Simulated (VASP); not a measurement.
SrO: single point with PBE

SrO, a wire with vacuum:

```xyz
4
Lattice="11.5000 0.0000 0.0000 0.0000 9.3000 0.0000 0.0000 0.0000 4.7001" Properties=species:S:1:pos:R:3 pbc="T T T"
Sr    4.5033    4.6500    0.0000
Sr    6.9967    4.6500    2.3500
O     4.6998    4.6500    2.3500
O     6.8002    4.6500    0.0000
```

```yaml
Program: VASP 6.6.1
Task: single point
Functional: PBE
Potentials_or_basis: VASP PAW PBE potentials, release 64 (Sr_sv, O)
Cutoff: 520 eV
k_mesh: 1 × 1 × 14
Occupations: gaussian, width 0.05 eV
Spin: collinear spin, ferromagnetic start
Starting_moments: "[0.5, 0.5, 0.5, 0.5] μB"
```

The largest force is 0.096 eV/Å, the band gap on the k mesh is 1.09 eV, direct and the net moment is 0.00 μB per cell. The valence electrons inside the program's atomic spheres are Sr 8.12; O 4.96.

Forces in eV/Å, atoms in the order of the input:
```
Sr  -0.096  0.000  0.000
Sr   0.096  0.000  0.000
O   -0.057  0.000  0.000
O    0.057  0.000  0.000
```

Levels at points of the mesh, in eV from the valence-band top:
Spin up:
```csv
k point,band 13,band 14,band 15,band 16,band 17,band 18,band 19,band 20
"(0.00, 0.00, 0.00)",-1.07,-0.83,-0.53,0.00,1.09,2.26,2.38,2.94
"(0.00, 0.00, 0.50)",-1.35,-1.35,-1.20,-1.20,2.60,2.60,3.84,3.84
```
Spin down:
| k point | band 12 | band 13 | band 14 | band 15 | band 16 | band 17 | band 18 | band 19 | band 20 | band 21 |
| --- | --- | --- | --- | --- | --- | --- | --- | --- | --- | --- |
| (0.00, 0.00, 0.00) | -1.08 | -1.07 | -0.83 | -0.53 | 0.00 | 1.09 | 2.26 | 2.38 | 2.94 | 3.51 |
| (0.00, 0.00, 0.50) | -1.99 | -1.35 | -1.35 | -1.20 | -1.20 | 2.60 | 2.60 | 3.84 | 3.84 | 3.98 |

It took 8.4 min on 1 thread of Intel Xeon 6975P-C, on a shared host, peak memory 0.75 GiB.
